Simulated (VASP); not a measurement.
# AlN (Fm-3m) in VASP: a series of runs, part 2 of 2

VASP 6.6.1. Earlier steps stand in the parts before.

### 3 Single point, PBE (strained)

INCAR

```
  ALGO = Normal
  EDIFF = 1E-7
  ENCUT = 520
  GGA = PE
  ISIF = 2
  ISMEAR = 0
  LASPH = True
  LCHARG = True
  LELF = True
  LREAL = False
  LVHAR = True
  LWAVE = False
  NBANDS = 11
  NELM = 100
  PREC = Accurate
  SIGMA = 0.02
```

KPOINTS

```
k-points
0
Gamma
  10 10 10
```

POSCAR

```
AlN
1.0
    0.0000000000      2.0903858643      2.0903858643
    2.0903858643      0.0000000000      2.0903858643
    2.0903858643      2.0903858643      0.0000000000
Al N
1 1
Direct
    0.5000000000      0.5000000000      0.5000000000
    0.0000000000      0.0000000000      0.0000000000
```

Potentials or basis: VASP PAW PBE potentials, release 64 (Al, N).

Started as:

```console
> cat potpaw_PBE.64/Al/POTCAR potpaw_PBE.64/N/POTCAR > POTCAR
> mpirun -np 1 vasp_std > vasp.out
```

Wall time 25 s (1 thread of AMD EPYC 7R13, shared host); peak memory 0.11 GiB.

The run converged. Its results:

| Property | Result |
| --- | --- |
| Free energy | -14.4641 eV |
| Pressure | -17.4 GPa |
| Band gap on the k mesh | 3.68 eV, indirect (least direct gap 4.30 eV) |

Levels at points of the mesh, in eV from the valence-band top:
```csv
k point,band 1,band 2,band 3,band 4,band 5,band 6,band 7,band 8,band 9
"(0.00, 0.00, 0.00)",-16.68,0.00,0.00,0.00,4.30,11.84,11.84,11.84,16.72
"(0.50, 0.00, 0.00)",-13.81,-7.69,-0.90,-0.90,5.52,10.21,10.21,11.81,15.08
"(0.50, 0.50, 0.00)",-12.96,-6.73,-2.55,-2.55,3.68,5.45,12.86,15.72,15.72
```

Caveat: the cell differs from its parent crystal (strained). A k mesh can miss the band edges.

### 4 Single point, PBE (strained)

INCAR

```
PREC = Accurate
ENCUT = 520
EDIFF = 1E-7
ISMEAR = 0
SIGMA = 0.02
LREAL = False
LASPH = True
NELM = 60
ALGO = Normal
ISIF = 2
LWAVE = False
LCHARG = False
GGA = PE
NBANDS = 11
```

KPOINTS

```
regular mesh
0
Gamma
  10 10 10
```

POSCAR

```
AlN
1.0
    0.0000000000      2.0438767828      2.0438767828
    2.0438767828      0.0000000000      2.0438767828
    2.0438767828      2.0438767828      0.0000000000
Al N
1 1
Direct
    0.5000000000      0.5000000000      0.5000000000
    0.0000000000      0.0000000000      0.0000000000
```

Potentials or basis: VASP PAW PBE potentials, release 64 (Al, N).

Started as:

```console
> cat potpaw_PBE.64/Al/POTCAR potpaw_PBE.64/N/POTCAR > POTCAR
> mpirun -np 1 vasp_std > vasp.out
```

OUTCAR:

```text
PREC = Accurate
   ENCUT = 520
   EDIFF = 1E-7
   ISMEAR = 0
   LREAL = False
   LASPH = True
   NELM = 60
   ISIF = 2
   GGA = PE

 ion  position               nearest neighbor table
   1  0.500  0.500  0.500-   2 2.04   2 2.04   2 2.04   2 2.04   2 2.04   2 2.04
   2  0.000  0.000  0.000-   1 2.04   1 2.04   1 2.04   1 2.04   1 2.04   1 2.04

  LATTYP: Found a face centered cubic cell.
 ALAT       =     4.0877535656

  Lattice vectors:

 A1 = (   0.0000000000,   2.0438767828,   2.0438767828)
[... 523 lines left out ...]
------------------------ aborting loop because EDIFF is reached ----------------------------------------

  FORCE on cell =-STRESS in cart. coord.  units (eV):
  Direction    XX          YY          ZZ          XY          YZ          ZX
  --------------------------------------------------------------------------------------
  -------------------------------------------------------------------------------------
  Total       -0.3587685     -0.3587685     -0.3587685     -0.0000000     -0.0000000      0.0000000
  in kB      -33.6612932    -33.6612932    -33.6612932     -0.0000000     -0.0000000      0.0000000
  external PRESSURE =     -33.6612932 kB  Pullay stress =       0.0000000 kB

 VOLUME and BASIS-vectors are now :
 -----------------------------------------------------------------------------
  energy-cutoff  :      520.00
  volume of cell :       17.08
      direct lattice vectors                 reciprocal lattice vectors
     0.000000000  2.043876783  2.043876783    -0.244633142  0.244633142  0.244633142
     2.043876783  0.000000000  2.043876783     0.244633142 -0.244633142  0.244633142
     2.043876783  2.043876783  0.000000000     0.244633142  0.244633142 -0.244633142

 POSITION                                       TOTAL-FORCE (eV/Angst)
 -----------------------------------------------------------------------------------
      2.04388      2.04388      2.04388         0.000000      0.000000      0.000000
      0.00000      0.00000      0.00000         0.000000      0.000000     -0.000000
 -----------------------------------------------------------------------------------
    total drift:                                0.000000     -0.000000     -0.000000

  FREE ENERGIE OF THE ION-ELECTRON SYSTEM (eV)
  ---------------------------------------------------
  free  energy   TOTEN  =       -14.5435872519 eV

  energy  without entropy=      -14.5435872519  energy(sigma->0) =      -14.54358725
```

OSZICAR:

```text
N       E                     dE             d eps       ncg     rms          rms(c)
DAV:   1     0.695501379354E+01    0.69550E+01   -0.40600E+03  1050   0.675E+02
DAV:   2    -0.155455793854E+02   -0.22501E+02   -0.21213E+02  1311   0.122E+02
DAV:   3    -0.162585397789E+02   -0.71296E+00   -0.71127E+00  1237   0.191E+01
DAV:   4    -0.162608082276E+02   -0.22684E-02   -0.22683E-02  1163   0.121E+00
DAV:   5    -0.162608237015E+02   -0.15474E-04   -0.15474E-04  1220   0.102E-01    0.748E+00
DAV:   6    -0.145612527767E+02    0.16996E+01   -0.76505E+00  1124   0.145E+01    0.262E+00
DAV:   7    -0.145498085680E+02    0.11444E-01   -0.16409E-01  1139   0.302E+00    0.174E+00
DAV:   8    -0.145438983215E+02    0.59102E-02   -0.16491E-02  1082   0.112E+00    0.332E-01
DAV:   9    -0.145435311995E+02    0.36712E-03   -0.15693E-03  1175   0.233E-01    0.148E-01
DAV:  10    -0.145435928368E+02   -0.61637E-04   -0.13828E-04  1141   0.873E-02    0.387E-02
DAV:  11    -0.145435876524E+02    0.51844E-05   -0.16215E-05  1217   0.225E-02    0.788E-03
DAV:  12    -0.145435873002E+02    0.35224E-06   -0.61053E-07  1129   0.654E-03    0.125E-03
DAV:  13    -0.145435872519E+02    0.48244E-07   -0.92821E-09   619   0.667E-04
   1 F= -.14543587E+02 E0= -.14543587E+02  d E =-.369224E-20
```

Wall time 23 s (1 thread of AMD EPYC 7R13, shared host); peak memory 0.1 GiB.

What came out:

```yaml
Free_energy: -14.5436 eV
Pressure: -3.4 GPa
Band_gap_on_the_k_mesh: 4.29 eV, indirect (least direct gap 5.21 eV)
```

Caveat: the cell differs from its parent crystal (strained). A k mesh can miss the band edges.

### 5 Single point, PBEsol (functional PBEsol, strained)

INCAR

```
PREC = Accurate ; ENCUT = 520
EDIFF = 1E-6 ; ISMEAR = 0
SIGMA = 0.02 ; LREAL = False
LASPH = True ; NELM = 60
ALGO = Normal ; ISIF = 2
LWAVE = False ; LCHARG = False
GGA = PS ; NBANDS = 11
```

KPOINTS

```
Automatic mesh
0
Gamma
  10 10 10
```

POSCAR

```
AlN
1.0
    0.0000000000      2.1066823535      2.1066823535
    2.1066823535      0.0000000000      2.1066823535
    2.1066823535      2.1066823535      0.0000000000
Al N
1 1
Direct
    0.5000000000      0.5000000000      0.5000000000
    0.0000000000      0.0000000000      0.0000000000
```

Started as:

```console
> cat potpaw_PBE.64/Al/POTCAR potpaw_PBE.64/N/POTCAR > POTCAR
> mpirun -np 1 vasp_std > vasp.out
```

It took 21 s on 1 thread of AMD EPYC 7R13, shared host; peak memory 0.11 GiB.

It converged, with:

| Quantity | Value |
| --- | --- |
| Free energy | -15.2623 eV |
| Pressure | -25.2 GPa |
| Band gap on the k mesh | 3.44 eV, indirect (least direct gap 4.00 eV) |

Levels at points of the mesh, in eV from the valence-band top:
```csv
k point,band 1,band 2,band 3,band 4,band 5,band 6,band 7,band 8,band 9
"(0.00, 0.00, 0.00)",-16.48,0.00,0.00,0.00,4.00,11.63,11.63,11.63,16.38
"(0.50, 0.00, 0.00)",-13.65,-7.61,-0.88,-0.88,5.29,9.95,9.95,11.45,14.73
"(0.50, 0.50, 0.00)",-12.82,-6.65,-2.51,-2.51,3.44,5.32,12.52,15.31,15.31
```

Caveat: the cell differs from its parent crystal (functional PBEsol, strained); the PAW data sets were made with another functional, which shifts forces and pressure a little. A k mesh can miss the band edges.

### 6 Overview

```tsv
level	cell	gap on the mesh (eV)	pressure (GPa)
PBE	a = 2.931 Å, angles 60.0°, 2 atoms	3.91	-12.5
PBE	a = 2.956 Å, angles 60.0°, 2 atoms	3.68	-17.4
PBE	a = 2.890 Å, angles 60.0°, 2 atoms	4.29	-3.4
PBEsol	a = 2.979 Å, angles 60.0°, 2 atoms	3.44	-25.2
```

Alike in all rows: task single point; potentials or basis VASP PAW PBE potentials, release 64 (Al, N); no spin polarisation; k mesh 10 × 10 × 10; cutoff (eV) 520; smearing gaussian 0.02 eV.

Caveats: the PAW data sets were made with another functional, which shifts forces and pressure a little (some runs).

Absolute energies hang on the potentials; compare differences alone.
